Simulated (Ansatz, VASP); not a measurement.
## BN in VASP and in Ansatz

```
B N
1.0
     0.00000    1.80750    1.80750
     1.80750    0.00000    1.80750
     1.80750    1.80750    0.00000
B N
1 1
Direct
  0.00000 0.00000 0.00000
  0.25000 0.25000 0.25000
```

Alike in both runs: task single point; functional PBE; k mesh 12 × 12 × 12; occupations gaussian, width 0.02 eV; no spin polarisation.

```csv
,VASP,Ansatz
version,VASP 6.6.1,Ansatz 0.2.0
potentials or method,"VASP PAW PBE potentials, release 64 (B, N), cutoff 600 eV","scalar-relativistic, plane waves, PAW"
valence electrons in the cell,8,8
```

Ansatz gave:

| Item | Value |
| --- | --- |
| gap on the k mesh at the Fermi level (eV) | 4.47 |
| least direct gap on the mesh (eV) | 8.83 |
| pressure (GPa) | 3.0 |

Task: Which values does VASP return?

Result: gap on the k mesh at the Fermi level (eV): 4.46; least direct gap on the mesh (eV): 8.82; pressure (GPa): 3.0.

With one functional, cell and mesh, what is left measures potentials, basis and numerics.
